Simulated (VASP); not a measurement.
Input of a VASP 6.6.1 run:

File INCAR:

```
SYSTEM = InP
ALGO = Normal
EDIFF = 1E-8
ENCUT = 520
GGA = PS
IBRION = 8
ISIF = 2
ISMEAR = -1
LASPH = .TRUE.
LCHARG = .FALSE.
LREAL = .FALSE.
LWAVE = .FALSE.
NELM = 80
NSW = 1
PREC = Accurate
SIGMA = 0.15
```

The input KPOINTS:

```
k-points
0
G
  14 14 14
  0 0 0
```

POSCAR

```
InP
1.0
    0.0000000000      2.5871656956      2.5871656956
    2.5871656956      0.0000000000      2.5871656956
    2.5871656956      2.5871656956      0.0000000000
In P
1 1
Direct
    0.0000000000      0.0000000000      0.0000000000
    0.5000000000      0.5000000000      0.5000000000
```

Potentials or basis: VASP PAW PBE potentials, release 64 (In_d, P).

Command:

```console
$ cat potpaw_PBE.64/In_d/POTCAR potpaw_PBE.64/P/POTCAR > POTCAR
$ mpirun -np 1 vasp_std > vasp.out
```

Q: What does it give for the highest phonon frequency at Γ, LO-TO splitting left out?

A: 263 cm⁻¹.

Phonon frequencies in cm⁻¹ (negative: imaginary):
```csv
q point,frequencies
"(0.000, 0.000, 0.000)",0 0 0 263 263 263
```

Caveat: the cell stands under pressure or tension, which shifts response properties.
